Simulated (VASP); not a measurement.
Here is a VASP 6.6.1 calculation.

Contents of INCAR:

```
SYSTEM = CdSe
ALGO     = Normal         ! electronic algorithm
EDIFF    = 1E-8           ! SCF threshold, eV
ENCUT    = 520            ! plane-wave cutoff, eV
GGA      = PS             ! functional
ISIF     = 2              ! what is computed and relaxed
ISMEAR   = -1             ! smearing method
LASPH    = .True.         ! aspherical terms in the spheres
LCHARG   = .False.        ! write CHGCAR
LEFG     = .True.       
LREAL    = .False.        ! projectors in reciprocal space
LWAVE    = .False.        ! write WAVECAR
NBANDS   = 16             ! bands
NELM     = 100            ! most SCF steps
PREC     = Accurate       ! precision mode
SIGMA    = 0.03           ! smearing width, eV
```

File KPOINTS:

```
k-points
0
Gamma
  7 7 7
  0 0 0
```

The input POSCAR:

```
CdSe
1.0
    0.0000000000      3.0702711986      3.0702711986
    3.0702711986      0.0000000000      3.0702711986
    3.0702711986      3.0702711986      0.0000000000
Cd Se
1 1
Direct
   -0.0675000000      0.0225000000      0.0225000000
    0.3175000000      0.2275000000      0.2275000000
```

Potentials or basis: VASP PAW PBE potentials, release 64 (Cd, Se).

Launch:

```sh
$ cat potpaw_PBE.64/Cd/POTCAR potpaw_PBE.64/Se/POTCAR > POTCAR
$ mpirun -np 1 vasp_std > vasp.out
```

Task: Estimate the band gap on the k mesh.

Result: 0.44 eV, direct.

Task: What does it give for the pressure?

Result: 6.8 GPa.

Task: Estimate the largest force.

Result: 6.030 eV/Å.

Forces in eV/Å, atoms in the order of the input:
```
Cd  -3.481  3.481  3.481
Se   3.481 -3.481 -3.481
```

Caveat: the cell differs from its parent crystal (shortest bond scaled by 0.82); without QUAD_EFG the Cq values of the log hold for a quadrupole moment of 1 mb, not for the nuclei; the PAW data sets were made with another functional, which shifts forces and pressure a little.
